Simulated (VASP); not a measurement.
# MgO (Fm-3m) in VASP: single point with PBE

Aim: the single point of MgO with PBE.

Program: VASP 6.6.1. These are calculated values, not measurements. Logs are shortened: lines on timing, memory, paths and dates and some standing lists are left out, and cuts for length are marked.

## 1. The cell of the first run

Symmetry: Fm-3m, No. 225, cubic system. Conventional cell: a = 4.194 Å, b = 4.194 Å, c = 4.194 Å, α = 90.00°, β = 90.00°, γ = 90.00°. Mg (site symmetry m-3m) has 6 O at 2.10 Å within 2.8 Å. Within 2.8 Å of O (site symmetry m-3m) lie 6 Mg at 2.10 Å.

## 2. Single point, PBE

INCAR

```
ALGO = Normal
EDIFF = 1E-6
ENCUT = 840
GGA = PE
GGA_COMPAT = F
ISIF = 2
ISMEAR = 0
LASPH = T
LCHARG = F
LREAL = F
LWAVE = F
NBANDS = 15
NELM = 120
PREC = Accurate
SIGMA = 0.1
```

KPOINTS

```
k-points
0
Gamma
  8 8 8
```

POSCAR

```
MgO
1.0
    0.0000000000      2.0970013100      2.0970013100
    2.0970013100      0.0000000000      2.0970013100
    2.0970013100      2.0970013100      0.0000000000
Mg O
1 1
Direct
    0.0000000000      0.0000000000      0.0000000000
    0.5000000000      0.5000000000      0.5000000000
```

Potentials or basis: VASP PAW PBE potentials, release 64 (Mg_sv, O).

On the command line:

```bash
$ cat potpaw_PBE.64/Mg_sv/POTCAR potpaw_PBE.64/O/POTCAR > POTCAR
$ mpirun -np 1 vasp_std > vasp.out
```

OUTCAR:

```text
EDIFF = 1E-6
   ENCUT = 840
   GGA = PE
   ISIF = 2
   ISMEAR = 0
   LASPH = T
   LREAL = F
   NELM = 120
   PREC = Accurate

 ion  position               nearest neighbor table
   1  0.000  0.000  0.000-   2 2.10   2 2.10   2 2.10   2 2.10   2 2.10   2 2.10
   2  0.500  0.500  0.500-   1 2.10   1 2.10   1 2.10   1 2.10   1 2.10   1 2.10

  LATTYP: Found a face centered cubic cell.
 ALAT       =     4.1940026200

  Lattice vectors:

 A1 = (   0.0000000000,   2.0970013100,   2.0970013100)
 A2 = (   2.0970013100,   0.0000000000,   2.0970013100)
 A3 = (   2.0970013100,   2.0970013100,   0.0000000000)

Analysis of symmetry for initial positions (statically):
=====================================================================
 Subroutine PRICEL returns:
 Original cell was already a primitive cell.

 Routine SETGRP: Setting up the symmetry group for a
 face centered cubic supercell.

 Subroutine GETGRP returns: Found 48 space group operations
 (whereof 48 operations were pure point group operations)
 out of a pool of 48 trial point group operations.

The static configuration has the point symmetry O_h .

Analysis of symmetry for dynamics (positions and initial velocities):
=====================================================================
 Subroutine PRICEL returns:
 Original cell was already a primitive cell.

 Routine SETGRP: Setting up the symmetry group for a
 face centered cubic supercell.

 Subroutine GETGRP returns: Found 48 space group operations
 (whereof 48 operations were pure point group operations)
 out of a pool of 48 trial point group operations.

The dynamic configuration has the point symmetry O_h .

 Subroutine INISYM returns: Found 48 space group operations
 (whereof 48 operations are pure point group operations),
 and found     1 'primitive' translations

----------------------------------------------------------------------------------------

                                     Primitive cell

  volume of cell :      18.4428

  direct lattice vectors                    reciprocal lattice vectors
     0.000000000  2.097001310  2.097001310    -0.238435712  0.238435712  0.238435712
     2.097001310  0.000000000  2.097001310     0.238435712 -0.238435712  0.238435712
     2.097001310  2.097001310  0.000000000     0.238435712  0.238435712 -0.238435712

  length of vectors
     2.965607693  2.965607693  2.965607693     0.412982767  0.412982767  0.412982767

  position of ions in fractional coordinates (direct lattice)
     0.000000000  0.000000000  0.000000000
     0.500000000  0.500000000  0.500000000

  ion indices of the primitive-cell ions
   primitive index   ion index
                 1           1
                 2           2

----------------------------------------------------------------------------------------

 KPOINTS: k-points

Automatic generation of k-mesh.
 Grid dimensions read from file:
 generate k-points for:    8    8    8

 Generating k-lattice:

  Cartesian coordinates                     Fractional coordinates (reciprocal lattice)
    -0.029804464  0.029804464  0.029804464     0.125000000  0.000000000  0.000000000
     0.029804464 -0.029804464  0.029804464     0.000000000  0.125000000  0.000000000
     0.029804464  0.029804464 -0.029804464     0.000000000  0.000000000  0.125000000

  Length of vectors
     0.051622846  0.051622846  0.051622846

  Shift w.r.t. Gamma in fractional coordinates (k-lattice)
     0.000000000  0.000000000  0.000000000

 Subroutine IBZKPT returns following result:
 ===========================================

 Found     29 irreducible k-points:

 Following reciprocal coordinates:
            Coordinates               Weight
  0.000000  0.000000  0.000000      1.000000
  0.125000  0.000000  0.000000      8.000000
  0.250000  0.000000  0.000000      8.000000
  0.375000  0.000000  0.000000      8.000000
  0.500000  0.000000  0.000000      4.000000
  0.125000  0.125000  0.000000      6.000000
[... 16 lines left out ...]
  0.500000  0.250000  0.125000     48.000000
 -0.375000  0.250000  0.125000     24.000000
 [... further k-points ...]
   k-points           NKPTS =     29   k-points in BZ     NKDIM =     29   number of bands    NBANDS=     15
   number of dos      NEDOS =    301   number of ions     NIONS =      2
   total plane-waves  NPLWV =  21952
   dimension x,y,z NGX =    28 NGY =   28 NGZ =   28
   dimension x,y,z NGXF=    56 NGYF=   56 NGZF=   56
   ions per type =               1   1
   NGX,Y,Z   is equivalent  to a cutoff of  15.70, 15.70, 15.70 a.u.
   NGXF,Y,Z  is equivalent  to a cutoff of  31.39, 31.39, 31.39 a.u.
 SYSTEM =  unknown system
   PREC   = accura    normal or accurate (medium, high low for compatibility)
   ISTART =      0    job   : 0-new  1-cont  2-samecut
   ICHARG =      2    charge: 1-file 2-atom 10-const
   ISPIN  =      1    spin polarized calculation?
   LNONCOLLINEAR =      F non collinear calculations
   LSORBIT =      F    spin-orbit coupling
   LASPH  =      T    aspherical Exc in radial PAW
   ENCUT  =  840.0 eV  61.74 Ry    7.86 a.u.   7.01  7.01  7.01*2*pi/ulx,y,z
   NELM   =    120;   NELMIN=  2; NELMDL= -5     # of ELM steps
   EDIFF  = 0.1E-05   stopping-criterion for ELM
   LREAL  =      F    real-space projection
   EDIFFG = 0.1E-04   stopping-criterion for IOM
   NSW    =      0    number of steps for IOM
   IBRION =     -1    ionic relax: 0-MD 1-quasi-New 2-CG
   NFREE  =      0    steps in history (QN), initial steepest desc. (CG)
   ISIF   =      2    stress and relaxation
   ISYM   =      2    0-nonsym 1-usesym 2-fastsym
   POTIM  = 0.5000    time-step for ionic-motion
   TEBEG  =    0.0;   TEEND  =   0.0 temperature during run
   PSTRESS=    0.0 pullay stress
   NELECT =      16.0000    total number of electrons
   NUPDOWN=      -1.0000    fix difference up-down
   EMIN   =  10.00;   EMAX   =-10.00  energy-range for DOS
   EFERMI =   0.00;   METHOD = LEGACY
   ISMEAR =     0;   SIGMA  =   0.10  broadening in eV -4-tet -1-fermi 0-gaus
   EFERMI_NEDOS =   21; number of points for ismear=-14 and -15
   IALGO  =     38    algorithm
   IMIX   =      4    mixing-type and parameters
     AMIX     =   0.40;   BMIX     =  1.00
     AMIX_MAG =   1.60;   BMIX_MAG =  1.00
  volume/ion in A,a.u.               =       9.22        62.23
  Fermi-wavevector in a.u.,A,eV,Ry     =   1.561371  2.950563 33.169365  2.437880
  Thomas-Fermi vector in A             =   2.664446
   LORBIT       =      0    0 simple, 1 ext, 2 COOP (PROOUT), +10 PAW based schemes
   GGA     = PE    functional components
   LHFCALC =     F    Hartree Fock is set to
   AEXX    =    0.0000 exact exchange contribution
   IVDW    =     0    specifies the selected vdW correction
   LEPSILON=     F    determine dielectric tensor
   LRPA    =     F    only Hartree local field effects (RPA)
 non-spin polarized calculation
 Gauss-broadening in eV      SIGMA  =   0.10
  energy-cutoff  :      840.00
  volume of cell :       18.44
 maximum number of plane-waves:      1036
   NGX = 13   NGY = 13   NGZ = 13

 number of electron      15.9999993 magnetization

 Free energy of the ion-electron system (eV)
  ---------------------------------------------------
  ext. energy  EPLUGINS =         0.00000000
  ---------------------------------------------------
  free energy    TOTEN  =       -11.86511547 eV

  energy without entropy =      -11.86511547  energy(sigma->0) =      -11.86511547

 E-fermi :   3.4670     XC(G=0): -11.4562

 val. band max:        3.0087585472   @ k =   0.0000   0.0000   0.0000
 cond. band min:       7.8746492409   @ k =   0.0000   0.0000   0.0000
 fundamental gap:      4.8658906937
 Fermi energy:         3.4669861239

 k-point     1 :       0.0000    0.0000    0.0000
  band No.  band energies     occupation
      1     -69.2146      2.00000
      2     -35.9381      2.00000
      3     -35.9381      2.00000
      4     -35.9381      2.00000
      5     -14.3056      2.00000
      6       3.0088      2.00000
      7       3.0088      2.00000
      8       3.0088      2.00000
      9       7.8746      0.00000
     10      18.8879      0.00000
     11      18.8879      0.00000
     12      18.8879      0.00000
     13      22.8353      0.00000
     14      24.6309      0.00000
     15      24.6309      0.00000

 k-point     2 :       0.1250    0.0000    0.0000
  band No.  band energies     occupation
      1     -69.2136      2.00000
      2     -35.9518      2.00000
      3     -35.9395      2.00000
      4     -35.9395      2.00000
      5     -14.1340      2.00000
      6       2.0520      2.00000
      7       2.9030      2.00000
      8       2.9030      2.00000
      9       8.7859      0.00000
     10      17.2047      0.00000
     11      19.2552      0.00000
     12      19.2552      0.00000
     13      23.6959      0.00000
     14      23.6959      0.00000
     15      25.0511      0.00000

 k-point     3 :       0.2500    0.0000    0.0000
  band No.  band energies     occupation
      1     -69.2105      2.00000
      2     -35.9844      2.00000
      3     -35.9429      2.00000
      4     -35.9429      2.00000
      5     -13.6887      2.00000
      6       0.3302      2.00000
      7       2.6594      2.00000
      8       2.6594      2.00000
      9      10.2264      0.00000
     10      15.6738      0.00000
     11      19.7812      0.00000
     12      19.7812      0.00000
     13      23.3025      0.00000
     14      23.3025      0.00000
     15      25.2711      0.00000
[... 343 lines left out ...]
 k-point    23 :       0.5000    0.2500    0.1250
  band No.  band energies     occupation
      1     -69.2056      2.00000
      2     -36.0077      2.00000
      3     -35.9676      2.00000
      4     -35.9524      2.00000
      5     -12.9913      2.00000
      6      -0.7313      2.00000
      7       1.2651      2.00000
      8       2.1264      2.00000
      9      12.6221      0.00000
     10      14.7601      0.00000
     11      17.1047      0.00000
     12      20.3321      0.00000
     13      22.8474      0.00000
     14      25.5962      0.00000
     15      29.2832      0.00000

 k-point    24 :      -0.3750    0.2500    0.1250
  band No.  band energies     occupation
      1     -69.2046      2.00000
      2     -36.0151      2.00000
      3     -35.9699      2.00000
      4     -35.9552      2.00000
      5     -12.8192      2.00000
      6      -1.0291      2.00000
      7       1.0552      2.00000
      8       2.0060      2.00000
      9      12.7793      0.00000
     10      15.3397      0.00000
     11      16.6700      0.00000
     12      20.0868      0.00000
     13      23.6985      0.00000
     14      25.2769      0.00000
     15      29.4117      0.00000

 [... further k-points ...]

------------------------ aborting loop because EDIFF is reached ----------------------------------------

  FORCE on cell =-STRESS in cart. coord.  units (eV):
  Direction    XX          YY          ZZ          XY          YZ          ZX
  --------------------------------------------------------------------------------------
  -------------------------------------------------------------------------------------
  Total        0.8089186      0.8089186      0.8089186     -0.0000000     -0.0000000      0.0000000
  in kB       70.2731314     70.2731314     70.2731314     -0.0000000     -0.0000000      0.0000000
  external PRESSURE =      70.2731314 kB  Pullay stress =       0.0000000 kB

 VOLUME and BASIS-vectors are now :
 -----------------------------------------------------------------------------
  energy-cutoff  :      840.00
  volume of cell :       18.44
      direct lattice vectors                 reciprocal lattice vectors
     0.000000000  2.097001310  2.097001310    -0.238435712  0.238435712  0.238435712
     2.097001310  0.000000000  2.097001310     0.238435712 -0.238435712  0.238435712
     2.097001310  2.097001310  0.000000000     0.238435712  0.238435712 -0.238435712

 POSITION                                       TOTAL-FORCE (eV/Angst)
 -----------------------------------------------------------------------------------
      0.00000      0.00000      0.00000         0.000000     -0.000000      0.000000
      2.09700      2.09700      2.09700        -0.000000      0.000000     -0.000000
 -----------------------------------------------------------------------------------
    total drift:                                0.000000      0.000000      0.000000

  FREE ENERGIE OF THE ION-ELECTRON SYSTEM (eV)
  ---------------------------------------------------
  free  energy   TOTEN  =       -11.8651154750 eV

  energy  without entropy=      -11.8651154750  energy(sigma->0) =      -11.86511547
```

Wall time 16 s (1 thread of AMD EPYC 7R43 (Zen 3), shared host); peak memory 0.12 GiB.

Results:

- Free energy: -11.8651 eV
- Pressure: 7.0 GPa
- Band gap on the k mesh: 4.87 eV

Levels at points of the mesh, in eV from the valence-band top:
| k point | band 6 | band 7 | band 8 | band 9 | band 10 | band 11 |
| --- | --- | --- | --- | --- | --- | --- |
| (0.00, 0.00, 0.00) | 0.00 | 0.00 | 0.00 | 4.87 | 15.88 | 15.88 |
| (0.50, 0.00, 0.00) | -4.67 | -0.67 | -0.67 | 7.99 | 12.76 | 16.47 |
| (0.50, 0.50, 0.00) | -4.11 | -1.36 | -1.36 | 9.14 | 10.14 | 13.24 |

Caveat: the cell stands under pressure.
